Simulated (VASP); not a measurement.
# Ru3C (Pm-3m) in VASP: further runs

Runs on Ru3C. Level: PBE. Tasks: single point, relaxation of cell and atoms.

Program: VASP 6.6.1. These are calculated values, not measurements. Logs are shortened: lines on timing, memory, paths and dates and some standing lists are left out, and cuts for length are marked.

## 1. The cell of the first run

It takes space group Pm-3m (No. 221, cubic). Conventional cell: a = 3.603 Å, b = 3.603 Å, c = 3.603 Å, α = 90.00°, β = 90.00°, γ = 90.00°. Within 3.4 Å of Ru (site symmetry 4/mmm) lie 8 Ru at 2.55 Å and 4 C at 2.55 Å. C (site symmetry m-3m) has 12 Ru at 2.55 Å within 3.4 Å.

## 2. Single point, PBE

Input file INCAR:

```
PREC = Accurate
ENCUT = 520
EDIFF = 1E-7
ISMEAR = 0
SIGMA = 0.1
LREAL = F
LASPH = T
NELM = 80
ALGO = Normal
ISIF = 2
LWAVE = F
LCHARG = F
GGA = PE
NBANDS = 31
```

Input file KPOINTS:

```
Automatic mesh
0
Gamma
  6 6 6
```

Input file POSCAR:

```
Ru3C
1.0
    3.6033498900      0.0000000000      0.0000000000
    0.0000000000      3.6033498900      0.0000000000
    0.0000000000      0.0000000000      3.6033498900
Ru C
3 1
Direct
    0.0000000000      0.5000000000      0.5000000000
    0.5000000000      0.0000000000      0.5000000000
    0.5000000000      0.5000000000      0.0000000000
    0.0000000000      0.0000000000      0.0000000000
```

Potentials or basis: VASP PAW PBE potentials, release 64 (Ru_pv, C).

Started as:

```bash
$ cat potpaw_PBE.64/Ru_pv/POTCAR potpaw_PBE.64/C/POTCAR > POTCAR
$ mpirun -np 1 vasp_std > vasp.out
```

OUTCAR:

```text
PREC = Accurate
   ENCUT = 520
   EDIFF = 1E-7
   ISMEAR = 0
   LREAL = F
   LASPH = T
   NELM = 80
   ISIF = 2
   GGA = PE

 ion  position               nearest neighbor table
   1  0.000  0.500  0.500-   2 2.55   3 2.55   4 2.55   3 2.55   4 2.55   2 2.55   4 2.55   4 2.55
                             2 2.55   3 2.55   3 2.55   2 2.55
   2  0.500  0.000  0.500-   1 2.55   3 2.55   4 2.55   3 2.55   4 2.55   1 2.55   3 2.55   3 2.55
                             1 2.55   4 2.55   4 2.55   1 2.55
   3  0.500  0.500  0.000-   1 2.55   2 2.55   4 2.55   1 2.55   2 2.55   2 2.55   4 2.55   2 2.55
                             1 2.55   4 2.55   1 2.55   4 2.55
   4  0.000  0.000  0.000-   1 2.55   2 2.55   3 2.55   1 2.55   2 2.55   1 2.55   3 2.55   1 2.55
                             2 2.55   3 2.55   2 2.55   3 2.55

  LATTYP: Found a simple cubic cell.
 ALAT       =     3.6033498900

  Lattice vectors:

 A1 = (   3.6033498900,   0.0000000000,   0.0000000000)
 A2 = (   0.0000000000,   3.6033498900,   0.0000000000)
 A3 = (   0.0000000000,   0.0000000000,   3.6033498900)

Analysis of symmetry for initial positions (statically):
=====================================================================
 Subroutine PRICEL returns:
 Original cell was already a primitive cell.

 Routine SETGRP: Setting up the symmetry group for a
 simple cubic supercell.

 Subroutine GETGRP returns: Found 48 space group operations
 (whereof 48 operations were pure point group operations)
 out of a pool of 48 trial point group operations.

The static configuration has the point symmetry O_h .

Analysis of symmetry for dynamics (positions and initial velocities):
=====================================================================
 Subroutine PRICEL returns:
 Original cell was already a primitive cell.

 Routine SETGRP: Setting up the symmetry group for a
 simple cubic supercell.

 Subroutine GETGRP returns: Found 48 space group operations
 (whereof 48 operations were pure point group operations)
 out of a pool of 48 trial point group operations.

The dynamic configuration has the point symmetry O_h .

 Subroutine INISYM returns: Found 48 space group operations
 (whereof 48 operations are pure point group operations),
 and found     1 'primitive' translations

----------------------------------------------------------------------------------------

                                     Primitive cell

  volume of cell :      46.7864

  direct lattice vectors                    reciprocal lattice vectors
     3.603349890  0.000000000  0.000000000     0.277519539  0.000000000  0.000000000
     0.000000000  3.603349890  0.000000000     0.000000000  0.277519539  0.000000000
     0.000000000  0.000000000  3.603349890     0.000000000  0.000000000  0.277519539

  length of vectors
     3.603349890  3.603349890  3.603349890     0.277519539  0.277519539  0.277519539

  position of ions in fractional coordinates (direct lattice)
     0.000000000  0.500000000  0.500000000
     0.500000000  0.000000000  0.500000000
     0.500000000  0.500000000  0.000000000
     0.000000000  0.000000000  0.000000000

  ion indices of the primitive-cell ions
   primitive index   ion index
                 1           1
                 2           2
                 3           3
                 4           4

----------------------------------------------------------------------------------------

 KPOINTS: Automatic mesh

Automatic generation of k-mesh.
 Grid dimensions read from file:
 generate k-points for:    6    6    6

 Generating k-lattice:

  Cartesian coordinates                     Fractional coordinates (reciprocal lattice)
     0.046253256  0.000000000  0.000000000     0.166666667  0.000000000  0.000000000
     0.000000000  0.046253256  0.000000000     0.000000000  0.166666667  0.000000000
     0.000000000  0.000000000  0.046253256     0.000000000  0.000000000  0.166666667

  Length of vectors
     0.046253256  0.046253256  0.046253256

  Shift w.r.t. Gamma in fractional coordinates (k-lattice)
     0.000000000  0.000000000  0.000000000

 Subroutine IBZKPT returns following result:
 ===========================================

 Found     20 irreducible k-points:

 Following reciprocal coordinates:
            Coordinates               Weight
  0.000000  0.000000  0.000000      1.000000
  0.166667  0.000000  0.000000      6.000000
  0.333333  0.000000  0.000000      6.000000
  0.500000  0.000000  0.000000      3.000000
  0.166667  0.166667  0.000000     12.000000
  0.333333  0.166667  0.000000     24.000000
[... 12 lines left out ...]
  0.500000  0.500000  0.333333      6.000000
  0.500000  0.500000  0.500000      1.000000
   k-points           NKPTS =     20   k-points in BZ     NKDIM =     20   number of bands    NBANDS=     31
   number of dos      NEDOS =    301   number of ions     NIONS =      4
   total plane-waves  NPLWV =  21952
   dimension x,y,z NGX =    28 NGY =   28 NGZ =   28
   dimension x,y,z NGXF=    56 NGYF=   56 NGZF=   56
   ions per type =               3   1
   NGX,Y,Z   is equivalent  to a cutoff of  12.92, 12.92, 12.92 a.u.
   NGXF,Y,Z  is equivalent  to a cutoff of  25.84, 25.84, 25.84 a.u.
 SYSTEM =  unknown system
   PREC   = accura    normal or accurate (medium, high low for compatibility)
   ISTART =      0    job   : 0-new  1-cont  2-samecut
   ICHARG =      2    charge: 1-file 2-atom 10-const
   ISPIN  =      1    spin polarized calculation?
   LNONCOLLINEAR =      F non collinear calculations
   LSORBIT =      F    spin-orbit coupling
   LASPH  =      T    aspherical Exc in radial PAW
   ENCUT  =  520.0 eV  38.22 Ry    6.18 a.u.   6.70  6.70  6.70*2*pi/ulx,y,z
   NELM   =     80;   NELMIN=  2; NELMDL= -5     # of ELM steps
   EDIFF  = 0.1E-06   stopping-criterion for ELM
   LREAL  =      F    real-space projection
   EDIFFG = 0.1E-05   stopping-criterion for IOM
   NSW    =      0    number of steps for IOM
   IBRION =     -1    ionic relax: 0-MD 1-quasi-New 2-CG
   NFREE  =      0    steps in history (QN), initial steepest desc. (CG)
   ISIF   =      2    stress and relaxation
   ISYM   =      2    0-nonsym 1-usesym 2-fastsym
   POTIM  = 0.5000    time-step for ionic-motion
   TEBEG  =    0.0;   TEEND  =   0.0 temperature during run
   PSTRESS=    0.0 pullay stress
   NELECT =      46.0000    total number of electrons
   NUPDOWN=      -1.0000    fix difference up-down
   EMIN   =  10.00;   EMAX   =-10.00  energy-range for DOS
   EFERMI =   0.00;   METHOD = LEGACY
   ISMEAR =     0;   SIGMA  =   0.10  broadening in eV -4-tet -1-fermi 0-gaus
   EFERMI_NEDOS =   21; number of points for ismear=-14 and -15
   IALGO  =     38    algorithm
   IMIX   =      4    mixing-type and parameters
     AMIX     =   0.40;   BMIX     =  1.00
     AMIX_MAG =   1.60;   BMIX_MAG =  1.00
  volume/ion in A,a.u.               =      11.70        78.93
  Fermi-wavevector in a.u.,A,eV,Ry     =   1.627875  3.076237 36.055118  2.649976
  Thomas-Fermi vector in A             =   2.720598
   LORBIT       =      0    0 simple, 1 ext, 2 COOP (PROOUT), +10 PAW based schemes
   GGA     = PE    functional components
   LHFCALC =     F    Hartree Fock is set to
   AEXX    =    0.0000 exact exchange contribution
   IVDW    =     0    specifies the selected vdW correction
   LEPSILON=     F    determine dielectric tensor
   LRPA    =     F    only Hartree local field effects (RPA)
 non-spin polarized calculation
 Gauss-broadening in eV      SIGMA  =   0.10
  energy-cutoff  :      520.00
  volume of cell :       46.79
 maximum number of plane-waves:      1328
 NGX is ok and might be reduce to    28
   NGX = 13   NGY = 13   NGZ = 13

 number of electron      46.0000026 magnetization

 Free energy of the ion-electron system (eV)
  ---------------------------------------------------
  ext. energy  EPLUGINS =         0.00000000
  ---------------------------------------------------
  free energy    TOTEN  =       -30.92181502 eV

  energy without entropy =      -30.88224780  energy(sigma->0) =      -30.90203141

 E-fermi :  12.7217     XC(G=0): -13.9884

 val. band max:       12.6904866933   @ k =   0.5000   0.3333   0.3333
 cond. band min:      12.7310572013   @ k =   0.3333   0.1667   0.1667
 fundamental gap:      0.0405705080
 Fermi energy:        12.7217419456

 k-point     1 :       0.0000    0.0000    0.0000
  band No.  band energies     occupation
      1     -30.9481      2.00000
      2     -30.9481      2.00000
      3     -30.9481      2.00000
      4     -30.1525      2.00000
      5     -30.1525      2.00000
      6     -30.1525      2.00000
[... 23 lines left out ...]
     30      21.4124      0.00000
     31      21.4124      0.00000

 k-point     2 :       0.1667    0.0000    0.0000
  band No.  band energies     occupation
      1     -30.9067      2.00000
      2     -30.9067      2.00000
      3     -30.8812      2.00000
      4     -30.1681      2.00000
      5     -30.1681      2.00000
      6     -30.1588      2.00000
[... 23 lines left out ...]
     30      20.0136      0.00000
     31      22.1434      0.00000

 k-point     3 :       0.3333    0.0000    0.0000
  band No.  band energies     occupation
      1     -30.8082      2.00000
      2     -30.8082      2.00000
      3     -30.6925      2.00000
      4     -30.2189      2.00000
      5     -30.2189      2.00000
      6     -30.1712      2.00000
[... 23 lines left out ...]
     30      18.6478      0.00000
     31      22.6314      0.00000

 k-point     4 :       0.5000    0.0000    0.0000
  band No.  band energies     occupation
      1     -30.7451      2.00000
      2     -30.7451      2.00000
      3     -30.4443      2.00000
      4     -30.3900      2.00000
      5     -30.2615      2.00000
      6     -30.2615      2.00000
[... 499 lines left out ...]
     30      20.6567      0.00000
     31      22.5155      0.00000

 k-point    19 :       0.5000    0.5000    0.3333
  band No.  band energies     occupation
      1     -31.3381      2.00000
      2     -30.7737      2.00000
      3     -30.7054      2.00000
      4     -30.7054      2.00000
      5     -30.0096      2.00000
      6     -29.9189      2.00000
[... 23 lines left out ...]
     30      21.7382      0.00000
     31      21.9361      0.00000

 k-point    20 :       0.5000    0.5000    0.5000
  band No.  band energies     occupation
      1     -31.4230      2.00000
      2     -30.7726      2.00000
      3     -30.7726      2.00000
      4     -30.7726      2.00000
      5     -29.9184      2.00000
      6     -29.9184      2.00000
[... 23 lines left out ...]
     30      22.6036      0.00000
     31      22.6036      0.00000

------------------------ aborting loop because EDIFF is reached ----------------------------------------

  FORCE on cell =-STRESS in cart. coord.  units (eV):
  Direction    XX          YY          ZZ          XY          YZ          ZX
  --------------------------------------------------------------------------------------
  -------------------------------------------------------------------------------------
  Total        5.9692485      5.9692485      5.9692485     -0.0000000     -0.0000000      0.0000000
  in kB      204.4141406    204.4141406    204.4141406     -0.0000000     -0.0000000      0.0000000
  external PRESSURE =     204.4141406 kB  Pullay stress =       0.0000000 kB

 VOLUME and BASIS-vectors are now :
 -----------------------------------------------------------------------------
  energy-cutoff  :      520.00
  volume of cell :       46.79
      direct lattice vectors                 reciprocal lattice vectors
     3.603349890  0.000000000  0.000000000     0.277519539  0.000000000  0.000000000
     0.000000000  3.603349890  0.000000000     0.000000000  0.277519539  0.000000000
     0.000000000  0.000000000  3.603349890     0.000000000  0.000000000  0.277519539

 POSITION                                       TOTAL-FORCE (eV/Angst)
 -----------------------------------------------------------------------------------
      0.00000      1.80167      1.80167         0.000000      0.000000      0.000000
      1.80167      0.00000      1.80167         0.000000      0.000000      0.000000
      1.80167      1.80167      0.00000         0.000000      0.000000      0.000000
      0.00000      0.00000      0.00000         0.000000      0.000000      0.000000
 -----------------------------------------------------------------------------------
    total drift:                                0.000000      0.000000      0.000000

  FREE ENERGIE OF THE ION-ELECTRON SYSTEM (eV)
  ---------------------------------------------------
  free  energy   TOTEN  =       -30.9218150248 eV

  energy  without entropy=      -30.8822478041  energy(sigma->0) =      -30.90203141
```

It took 15 s on 1 thread of Intel Xeon 6975P-C (Granite Rapids), shared host; peak memory 0.16 GiB.

Results:

| Property | Result |
| --- | --- |
| Free energy | -30.9218 eV |
| Pressure | 20.4 GPa |
| Band gap on the k mesh | zero (band 23 reaches 13.61 eV, above the bottom of band 24 at 12.44 eV) |

(Continued in part 2 of 3.)
